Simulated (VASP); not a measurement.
Here is a VASP 6.6.1 calculation.

INCAR

```
ALGO     = Normal         # electronic algorithm
EDIFF    = 1E-7           # SCF threshold, eV
EDIFFG   = -0.01          # ionic threshold
ENCUT    = 600            # plane-wave cutoff, eV
GGA      = PS             # functional
GGA_COMPAT= False        
IBRION   = 2              # ionic algorithm
ISIF     = 4              # what is computed and relaxed
ISMEAR   = 0              # smearing method
LASPH    = True           # aspherical terms in the spheres
LCHARG   = False          # write CHGCAR
LREAL    = False          # projectors in reciprocal space
LWAVE    = False          # write WAVECAR
NELM     = 120            # most SCF steps
NELMIN   = 4            
NSW      = 50             # ionic steps
PREC     = Accurate       # precision mode
SIGMA    = 0.02           # smearing width, eV
```

File KPOINTS:

```
k-points
0
Gamma
  6 6 8
```

File POSCAR:

```
MgF2
1.0
    4.5919280998      0.0000000000      0.0000000000
    0.0000000000      4.5919280998      0.0000000000
    0.0000000000      0.0000000000      3.0312595696
Mg F
2 4
Direct
    0.0000000000      0.0000000000      0.0000000000
    0.5000000000      0.5000000000      0.5000000000
    0.3033761543      0.3033761543      0.0000000000
    0.1966238457      0.8033761543      0.5000000000
    0.6966238457      0.6966238457      0.0000000000
    0.8033761543      0.1966238457      0.5000000000
```

Potentials or basis: VASP PAW PBE potentials, release 64 (Mg, F).

Run with:

```console
$ cat potpaw_PBE.64/Mg/POTCAR potpaw_PBE.64/F/POTCAR > POTCAR
$ mpirun -np 1 vasp_std > vasp.out
```

(1) What does it give for the band gap on the k mesh?

Results:

(1) 7.07 eV.
